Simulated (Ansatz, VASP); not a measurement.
**One calculation of PbSe, two programs**

File INCAR:

```
SYSTEM = PbSe
ALGO = Normal
EDIFF = 1E-7
ENCUT = 520
GGA = PE
ISIF = 2
ISMEAR = -1
LASPH = .True.
LCHARG = .False.
LREAL = .False.
LWAVE = .False.
NBANDS = 17
NELM = 60
PREC = Accurate
SIGMA = 0.02
```

KPOINTS

```
k-points
0
Gamma
  8 8 8
  0 0 0
```

The input POSCAR:

```
PbSe
1.0
    0.0000000000      2.9772000700      3.1113206418
    2.9772000700      0.0000000000      3.1113206418
    2.9772000700      2.9772000700      0.0000000000
Pb Se
1 1
Direct
    0.0000000000      0.0000000000      0.0000000000
    0.5000000000      0.5000000000      0.5000000000
```

Input for Ansatz:

```yaml
crystal:
  lattice:
    - [0.0, 2.97720007, 3.1113206418]
    - [2.97720007, 0.0, 3.1113206418]
    - [2.97720007, 2.97720007, 0.0]
  atoms:
    - { symbol: Pb, position: [0.0, 0.0, 0.0] }
    - { symbol: Se, position: [0.5, 0.5, 0.5] }
kpoints:
  mp_grid: { grid: [8, 8, 8] }
  band_path:
    path:
      - [0.0, 0.0, 0.0]
      - [0.5, 0.0, 0.5]
      - [0.625, 0.25, 0.625]
      - [0.375, 0.375, 0.75]
      - [0.5, 0.5, 0.5]
      - [0.5, 0.25, 0.75]
    npoints: 1
hamiltonian:
  xc: pbe
scf:
  occupations: { method: fermi_dirac, width: 0.02 }
  n_extra_bands: 4
output:
  forces: true
  stress: true
  eigenvalues: true
```

Change from the starting cell: epitaxial_xy strain -3.6%.

Alike in both runs: task single point; functional PBE; k mesh 8 × 8 × 8; occupations fermi-dirac, width 0.02 eV; no spin polarisation.

|  | VASP | Ansatz |
| --- | --- | --- |
| version | VASP 6.6.1 | Ansatz 0.2.0 |
| potentials or method | VASP PAW PBE potentials, release 64 (Pb_d, Se) | plane waves, PAW |
| plane-wave cutoff (eV) | 520 | 420 |
| valence electrons in the cell | 20 | 30 |

Ansatz gave:

| Quantity | Value |
| --- | --- |
| pressure (GPa) | 5.1 |
| traceless stress, the component that is largest in VASP (GPa) | -4.16 |

**Question.** Which values does VASP return?

**Answer.** Pressure (GPa): 5.1; traceless stress, the component that is largest in VASP (GPa): -4.17.

VASP's potentials hold 20 valence electrons a cell and Ansatz's 30, so a difference there can come from the potentials and not from the codes.

Neither program's run includes spin-orbit coupling.
